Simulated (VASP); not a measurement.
Here is a VASP 6.6.1 calculation.

The input INCAR:

```
PREC     = Accurate       # precision mode
ENCUT    = 520            # plane-wave cutoff, eV
EDIFF    = 1E-7           # SCF threshold, eV
ISMEAR   = 0              # smearing method
SIGMA    = 0.01           # smearing width, eV
LREAL    = F              # projectors in reciprocal space
LASPH    = T              # aspherical terms in the spheres
NELM     = 100            # most SCF steps
ALGO     = Normal         # electronic algorithm
ISIF     = 2              # what is computed and relaxed
LWAVE    = F              # write WAVECAR
LCHARG   = F              # write CHGCAR
GGA      = PE             # functional
NBANDS   = 46             # bands
```

The input KPOINTS:

```
Automatic mesh
0
Gamma
  12 12 2
```

The input POSCAR:

```
CdSe
1.0
    4.3392846264      0.0000000000      0.0000000000
   -2.1696423132      3.7579307207      0.0000000000
    0.0000000000      0.0000000000     14.1586988642
Cd Se
4 4
Direct
    0.0000000000      0.0000000000     -0.0002015640
    0.3333333333      0.6666666667      0.2499621337
    0.0000000000      0.0000000000      0.4997984360
    0.6666666667      0.3333333333      0.7499621337
    0.0000000000      0.0000000000      0.1874999893
    0.3333333333      0.6666666667      0.4377394409
    0.0000000000      0.0000000000      0.6874999893
    0.6666666667      0.3333333333      0.9377394409
```

Potentials or basis: VASP PAW PBE potentials, release 64 (Cd, Se).

Run with:

```bash
$ cat potpaw_PBE.64/Cd/POTCAR potpaw_PBE.64/Se/POTCAR > POTCAR
$ mpirun -np 1 vasp_std > vasp.out
```

Task: What does it give for the largest force?

Result: 0.004 eV/Å.

Task: Estimate the pressure.

Result: 1.7 GPa.

Forces in eV/Å, atoms in the order of the input:
```
Cd   0.000  0.000  0.004
Cd   0.000  0.000 -0.003
Cd   0.000  0.000  0.004
Cd   0.000  0.000 -0.003
Se   0.000  0.000 -0.003
Se   0.000  0.000  0.003
Se   0.000  0.000 -0.003
Se   0.000  0.000  0.003
```
